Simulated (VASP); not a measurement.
Set up this calculation in VASP 6.6.1, as the native input.

| Property | Result |
| --- | --- |
| Task | single point |
| Functional | r2SCAN |
| Potentials or basis | VASP PAW PBE potentials, release 64 (Mo_sv, Ge_d) |
| Cutoff | 520 eV |
| k mesh | 14 × 14 × 14 |
| Occupations | fermi-dirac, width 0.08 eV |
| Spin | no spin polarisation |
| Dipole correction | no |
| Further INCAR settings | ALGO = Normal; EDIFF = 1e-06; NBANDS = 21 |

The system is GeMo (rocksalt type).

```xyz
2
Lattice="0.0000 2.0564 2.0564 2.0564 0.0000 2.0564 2.0564 2.0564 0.0000" Properties=species:S:1:pos:R:3 pbc="T T T"
Mo    0.0000    0.0000    0.0000
Ge    2.0564    2.0564    2.0564
```

The input as run:

POSCAR

```
GeMo
1.0
    0.0000000000      2.0563701449      2.0563701449
    2.0563701449      0.0000000000      2.0563701449
    2.0563701449      2.0563701449      0.0000000000
Mo Ge
1 1
Direct
    0.0000000000      0.0000000000      0.0000000000
    0.5000000000      0.5000000000      0.5000000000
```

INCAR.step1

```
ALGO = Normal ; EDIFF = 1E-4
ENCUT = 520 ; GGA = PE
ISMEAR = -1 ; LASPH = True
LCHARG = False ; LREAL = False
LWAVE = True ; NBANDS = 21
NELM = 80 ; PREC = Accurate
SIGMA = 0.08
```

INCAR.step2

```
ALGO = Normal ; EDIFF = 1E-6
ENCUT = 520 ; ISIF = 2
ISMEAR = -1 ; ISTART = 1
LASPH = True ; LCHARG = False
LMIXTAU = True ; LREAL = False
LWAVE = False ; METAGGA = R2SCAN
NBANDS = 21 ; NELM = 80
PREC = Accurate ; SIGMA = 0.08
```

KPOINTS

```
k-points
0
Gamma
  14 14 14
```

Potentials or basis: VASP PAW PBE potentials, release 64 (Mo_sv, Ge_d).

Command:

```bash
$ cat potpaw_PBE.64/Mo_sv/POTCAR potpaw_PBE.64/Ge_d/POTCAR > POTCAR
$ cp INCAR.step1 INCAR
$ mpirun -np 1 vasp_std > vasp.out
$ cp INCAR.step2 INCAR
$ mpirun -np 1 vasp_std > vasp.out
```

It gave:

```yaml
Pressure: 451.4 GPa
Band_gap_on_the_k_mesh: zero (bands 14 and 15 overlap by 4.82 eV)
```

Caveat: the cell stands under pressure; the PAW data sets were made with another functional, which shifts forces and pressure a little.

Run time: 110 s on 1 thread of AMD EPYC 9R45 96-Core Processor (Zen 5), with other jobs on the host, peak memory 0.15 GiB.
